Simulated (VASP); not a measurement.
# BN (R3m) in VASP: vibrations by perturbation theory with LDA

Aim: the vibrations by perturbation theory of BN with LDA.

Everything below comes from runs of VASP 6.6.1. Logs are shortened: lines on timing, memory, paths and dates and some standing lists are left out, and cuts for length are marked.

### Step 1. The cell of the first run

Symmetry: R3m, No. 160, trigonal system. The conventional cell has a = 2.452 Å, b = 2.452 Å, c = 7.630 Å, α = 90.00°, β = 90.00°, γ = 120.00°. Within 1.9 Å of B (site symmetry 3m) lie 3 N at 1.42 Å. Within 1.9 Å of N (site symmetry 3m) lie 3 B at 1.42 Å.

### Step 2. Vibrations by perturbation theory, LDA

Input file INCAR:

```
SYSTEM = BN
PREC     = Accurate       ! precision mode
ENCUT    = 520            ! plane-wave cutoff, eV
EDIFF    = 1E-8           ! SCF threshold, eV
ISMEAR   = 0              ! smearing method
SIGMA    = 0.01           ! smearing width, eV
LREAL    = .FALSE.        ! projectors in reciprocal space
LASPH    = .TRUE.         ! aspherical terms in the spheres
NELM     = 100            ! most SCF steps
ALGO     = Normal         ! electronic algorithm
ISIF     = 2              ! what is computed and relaxed
LWAVE    = .FALSE.        ! write WAVECAR
LCHARG   = .TRUE.         ! write CHGCAR
NBANDS   = 11             ! bands
IBRION   = 8              ! ionic algorithm
NSW      = 1              ! ionic steps
LEPSILON = .TRUE.         ! dielectric tensor by DFPT
```

Input file KPOINTS:

```
Automatic mesh
0
G
  12 12 12
  0 0 0
```

Input file POSCAR:

```
BN
1.0
    2.4403417685      0.0024167310     -0.2346470071
   -1.2109862762      2.1186743236      0.2346579531
   -0.9800393886     -0.8488003430      2.6060154059
B N
1 1
Direct
    0.9974613105      0.9946343920      0.0034817025
    0.6506876895      0.3212496080      0.9833232975
```

Potentials or basis: VASP PAW LDA potentials, release 64 (B, N).

Started as:

```
cat potpaw_LDA.64/B/POTCAR potpaw_LDA.64/N/POTCAR > POTCAR
mpirun -np 1 vasp_std > vasp.out
```

OUTCAR:

```text
SYSTEM = BN
   PREC = Accurate
   ENCUT = 520
   EDIFF = 1E-8
   ISMEAR = 0
   LREAL = .FALSE.
   LASPH = .TRUE.
   NELM = 100
   ISIF = 2
   IBRION = 8
   NSW = 1
   LEPSILON = .TRUE.

 ion  position               nearest neighbor table
   1  0.997  0.995  0.003-   2 1.42   2 1.42   2 1.42
   2  0.651  0.321  0.983-   1 1.42   1 1.42   1 1.42

  LATTYP: Found a trigonal (rhomboedric) cell.
 ALAT       =     2.9107139195
 COS(alpha) =     0.6452926748

  Lattice vectors:

 A1 = (   0.2493161037,   1.2722907116,   2.6060263519)
 A2 = (  -0.9800393886,  -0.8488003430,   2.6060154059)
 A3 = (   1.4603023799,  -0.8463836120,   2.3713683988)

Analysis of symmetry for initial positions (statically):
=====================================================================
 Subroutine PRICEL returns:
 Original cell was already a primitive cell.

 Routine SETGRP: Setting up the symmetry group for a
 trigonal (rhombohedral) supercell.

 Subroutine GETGRP returns: Found  6 space group operations
 (whereof  1 operations were pure point group operations)
 out of a pool of 12 trial point group operations.

The static configuration has the point symmetry C_1 .
 The point group associated with its full space group is C_3v.

Analysis of symmetry for dynamics (positions and initial velocities):
=====================================================================
 Subroutine PRICEL returns:
 Original cell was already a primitive cell.

 Routine SETGRP: Setting up the symmetry group for a
 trigonal (rhombohedral) supercell.

 Subroutine GETGRP returns: Found  6 space group operations
 (whereof  1 operations were pure point group operations)
 out of a pool of 12 trial point group operations.

The dynamic configuration has the point symmetry C_1 .
 The point group associated with its full space group is C_3v.

 Subroutine INISYM returns: Found  6 space group operations
 (whereof  1 operations are pure point group operations),
 and found     1 'primitive' translations

----------------------------------------------------------------------------------------

                                     Primitive cell

  volume of cell :      13.2386

  direct lattice vectors                    reciprocal lattice vectors
     2.440341769  0.002416731 -0.234647007     0.432106468  0.221011245  0.234486633
    -1.210986276  2.118674324  0.234657953     0.014568816  0.463010786  0.156285234
    -0.980039389 -0.848800343  2.606015406     0.037595250 -0.021791712  0.390768225

  length of vectors
     2.451598051  2.451598051  2.910713920     0.539023145  0.488892946  0.393176916

  position of ions in fractional coordinates (direct lattice)
     0.997461311  0.994634392  0.003481702
     0.650687690  0.321249608  0.983323298

  ion indices of the primitive-cell ions
   primitive index   ion index
                 1           1
                 2           2

----------------------------------------------------------------------------------------

 KPOINTS: Automatic mesh

Automatic generation of k-mesh.
 Grid dimensions read from file:
 generate k-points for:   12   12   12

 Generating k-lattice:

  Cartesian coordinates                     Fractional coordinates (reciprocal lattice)
     0.036008872  0.018417604  0.019540553     0.083333333 -0.000000000 -0.000000000
     0.001214068  0.038584232  0.013023769     0.000000000  0.083333333  0.000000000
[... 486 lines left out ...]

  energy without entropy =       -0.17559276

------------------------ aborting loop because EDIFF is reached ----------------------------------------

--------------------------------------- Ionic step        2  -------------------------------------------

------------------------ aborting loop because EDIFF is reached ----------------------------------------

--------------------------------------- Ionic step        3  -------------------------------------------

------------------------ aborting loop because EDIFF is reached ----------------------------------------

 PIEZOELECTRIC TENSOR FIELD DIRECTION 3  (e Angst)
 -----------------------------------------------------------------------------
     0.23620  0.11978 -0.10799           (  0.00219  0.00095 -0.00062)
     0.11978  0.37344  0.06259           (  0.00095  0.00328  0.00036)
    -0.10799  0.06259 -0.84060           ( -0.00062  0.00036 -0.00381)

 PIEZOELECTRIC TENSOR FIELD DIRECTION 3  (C/m^2)
 -----------------------------------------------------------------------------
     0.28586  0.14497 -0.13069
     0.14497  0.45195  0.07575
    -0.13069  0.07575 -1.01732

--------------------------------------- Ionic step        4  -------------------------------------------

------------------------ aborting loop because EDIFF is reached ----------------------------------------

[... ionic steps 5 to 6 ...]

--------------------------------------- Ionic step        7  -------------------------------------------

 Free energy of the ion-electron system (eV)
  ---------------------------------------------------
  ---------------------------------------------------
  free energy    TOTEN  =        -0.23403963 eV

  energy without entropy =       -0.23403963

------------------------ aborting loop because EDIFF is reached ----------------------------------------

 INTERNAL STRAIN TENSOR  FOR ION    2  DIRECTION 1   (eV/Angst):
 -----------------------------------------------------------------------------
     0.08747-16.80119  0.84094
   -16.81317 -0.00374  1.59238
     1.06360  1.59672  0.37351

 MACROSCOPIC STATIC DIELECTRIC TENSOR (including local field effects in DFT)
 ------------------------------------------------------
           5.598803     0.005659    -0.101388
           0.005659     5.605287     0.058768
          -0.101388     0.058768     4.554782
 ------------------------------------------------------

 PIEZOELECTRIC TENSOR (including local field effects)  for field in x, y, z        (e  Angst)
          XX          YY          ZZ          XY          YZ          ZX
  --------------------------------------------------------------------------------
  x     0.03408     0.03242    -0.08872    -1.17377     0.11990     0.02983
  y    -1.18527     1.14672     0.05143     0.01258     0.16721     0.11990
  z     0.23605     0.37343    -0.84043     0.11990     0.06293    -0.10856

 PIEZOELECTRIC TENSOR (including local field effects)  for field in x, y, z        (C/m^2)
          XX          YY          ZZ          XY          YZ          ZX
  --------------------------------------------------------------------------------
  x     0.04124     0.03924    -0.10737    -1.42054     0.14510     0.03610
  y    -1.43445     1.38780     0.06224     0.01523     0.20237     0.14510
  z     0.28567     0.45194    -1.01712     0.14510     0.07616    -0.13138

 BORN EFFECTIVE CHARGES (including local field effects) (in |e|, cummulative output)
 ---------------------------------------------------------------------------------
 ion    1
    1     2.58482     0.00558    -0.09999
    2     0.00558     2.59121     0.05796
    3    -0.09999     0.05796     1.55512
 ion    2
    1    -2.58482    -0.00558     0.09999
    2    -0.00558    -2.59121    -0.05796
    3     0.09999    -0.05796    -1.55512

 INTERNAL STRAIN TENSOR FOR ION    2 for displacements in x,y,z  (eV/Angst):
          X           Y           Z          XY          YZ          ZX
  --------------------------------------------------------------------------------
  x     0.09130    -0.00748     0.37342   -16.81008     1.59529     0.84373
  y   -16.67356    16.62495    -0.21642     0.20698     2.89066     1.59529
  z    -1.38547     0.44257     5.69591     1.59529    -0.34074     0.60895

 SECOND DERIVATIVES (NOT SYMMETRIZED)
 ------------------------------------
               1X          1Y          1Z          2X          2Y          2Z
  1X   -47.774907   -0.212447    3.808817   47.774907    0.212447   -3.808817
  1Y    -0.212447  -48.018279   -2.207743    0.212447   48.018279    2.207743
  1Z     3.808817   -2.207743   -8.552260   -3.808817    2.207743    8.552260
  2X    47.765444    0.212277   -3.805769  -47.765444   -0.212277    3.805769
  2Y     0.212277   48.008622    2.205976   -0.212277  -48.008622   -2.205976
  2Z    -3.805769    2.205976    8.574190    3.805769   -2.205976   -8.574190

 Eigenvectors and eigenvalues of the dynamical matrix
 ----------------------------------------------------

   1 f  =   43.914651 THz   275.923889 2PiTHz 1464.835076 cm-1   181.616321 meV
             X         Y         Z           dx          dy          dz
      1.226246  2.106762  0.008421     0.376701    0.649946    0.000003
      0.235176 -0.152449  2.485258    -0.330984   -0.571066   -0.000003
[... 21 lines left out ...]
   6 f/i=    0.012328 THz     0.077461 2PiTHz    0.411230 cm-1     0.050986 meV
             X         Y         Z           dx          dy          dz
      1.226246  2.106762  0.008421     0.063165   -0.036613    0.656556
      0.235176 -0.152449  2.485258     0.071784   -0.041609    0.746136

--------------------------------------------------------------------------------------------------------

 MACROSCOPIC STATIC DIELECTRIC TENSOR IONIC CONTRIBUTION
 ------------------------------------------------------
           1.930682    -0.011209     0.201038
          -0.011209     1.917841    -0.116530
           0.201038    -0.116530     4.001002
 ------------------------------------------------------

 ELASTIC MODULI CONTR FROM IONIC RELAXATION (kBar)
 Direction    XX          YY          ZZ          XY          YZ          ZX
 --------------------------------------------------------------------------------
 XX        -698.1791    687.5367     42.9816     17.8536    115.8115     71.3821
 YY         687.5367   -690.2364     37.7862    -10.9243   -120.6961    -62.8744
 ZZ          42.9816     37.7862   -491.5511     -4.5311     29.8265    -51.5376
 XY          17.8536    -10.9243     -4.5311   -708.5888     66.3483     33.3163
 YZ         115.8115   -120.6961     29.8265     66.3483    -28.7373    -11.7361
 ZX          71.3821    -62.8744    -51.5376     33.3163    -11.7361    -13.6209
 --------------------------------------------------------------------------------

 PIEZOELECTRIC TENSOR IONIC CONTR  for field in x, y, z        (C/m^2)
          XX          YY          ZZ          XY          YZ          ZX
  --------------------------------------------------------------------------------
  x     0.00120     0.00831    -0.11530     1.09060    -0.09792    -0.06591
  y     1.07707    -1.08258     0.06683    -0.01389    -0.18997    -0.09792
  z     0.16480     0.05259    -1.31705    -0.09792     0.07970    -0.13863
```

Wall time 11 min (1 thread of Intel Xeon Platinum 8259CL at 2.50GHz (Skylake/Cascade Lake), shared host); peak memory 0.37 GiB.

Results:

```yaml
Electronic_dielectric_tensor_diagonal: 5.60, 5.61, 4.55
Born_charges_mean_of_the_diagonal: B +2.24; N -2.24 e
Highest_phonon_frequency_at_Γ_LO-TO_splitting_left_out: 1465 cm⁻¹
```

Phonon frequencies in cm⁻¹ (negative: imaginary):
| q point | frequencies |
| --- | --- |
| (0.000, 0.000, 0.000) | 0 0 0 600 1465 1465 |

Electronic dielectric tensor:
```
 5.60  0.01 -0.10
 0.01  5.61  0.06
-0.10  0.06  4.55
```

Born effective charge tensors (e):
atom 1, B
```
 2.58  0.01 -0.10
 0.01  2.59  0.06
-0.10  0.06  1.56
```
atom 2, N
```
-2.58 -0.01  0.10
-0.01 -2.59 -0.06
 0.10 -0.06 -1.56
```

Caveat: the cell wasn't relaxed at this level first, which shifts response properties.
